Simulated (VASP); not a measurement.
Fe: relaxation of shape and atoms at fixed volume with PBE

Crystal: Fe.

```
CELL_PARAMETERS angstrom
2.16405 0.00000 0.00000
-1.08203 1.87413 0.00000
0.00000 0.00000 3.42027
ATOMIC_POSITIONS crystal
Fe 0.33333 0.66667 0.25000
Fe 0.66667 0.33333 0.75000
```

This isn't the form of Fe at room conditions, which is bcc.

| Item | Value |
| --- | --- |
| Program | VASP 6.6.1 |
| Task | relaxation of shape and atoms at fixed volume |
| Functional | PBE |
| Potentials or basis | VASP PAW PBE potentials, release 64 (Fe) |
| Cutoff | 600 eV |
| k mesh | 17 × 17 × 9 |
| Occupations | fermi-dirac, width 0.05 eV |
| Spin | collinear spin, ferromagnetic start |
| Starting moments | [2.5, 2.5] μB |
| Dipole correction | no |
| Further INCAR settings | ALGO = Normal; EDIFF = 1e-06; IBRION = 2; EDIFFG = -0.005; NSW = 50; ISIF = 4 |

```json
{"Energy gained by relaxing": "0.7 meV/atom", "Ionic steps": "3", "Pressure after relaxing": "265.6 GPa", "Band gap on the k mesh": "zero (filled and empty bands overlap)", "Net moment": "0.00 μB per cell"}
```

Step by step:
| step | energy change (eV) | largest force (eV/Å) | pressure (GPa) | volume (Å³) |
| --- | --- | --- | --- | --- |
| 1 | 0.0000 | 0.0000 | 265.69 | 13.87 |
| 2 | 0.0032 | 0.0000 | 265.60 | 13.87 |
| 3 | -0.0015 | 0.0000 | 265.61 | 13.87 |

Final structure:
```
CELL_PARAMETERS angstrom
2.15959 0.00000 0.00000
-1.07979 1.87026 0.00000
0.00000 0.00000 3.43443
ATOMIC_POSITIONS crystal
Fe 0.33333 0.66667 0.25000
Fe 0.66667 0.33333 0.75000
```

Levels at points of the mesh, in eV from the Fermi level:
Spin up:
| k point | band 5 | band 6 | band 7 | band 8 | band 9 | band 10 | band 11 | band 12 |
| --- | --- | --- | --- | --- | --- | --- | --- | --- |
| (0.00, 0.00, 0.00) | -2.77 | -2.13 | -2.13 | -1.45 | -1.45 | 1.02 | 1.20 | 1.20 |
Spin down:
| k point | band 4 | band 5 | band 6 | band 7 | band 8 | band 9 | band 10 | band 11 | band 12 | band 13 |
| --- | --- | --- | --- | --- | --- | --- | --- | --- | --- | --- |
| (0.00, 0.00, 0.00) | -2.97 | -2.77 | -2.13 | -2.13 | -1.45 | -1.45 | 1.02 | 1.20 | 1.20 | 13.57 |

It took 76 s on 1 thread of Intel(R) Xeon(R) 6975P-C (Granite Rapids), with other jobs on the host, peak memory 0.18 GiB.

Caveat: the moments typed at the start vanished in this run.
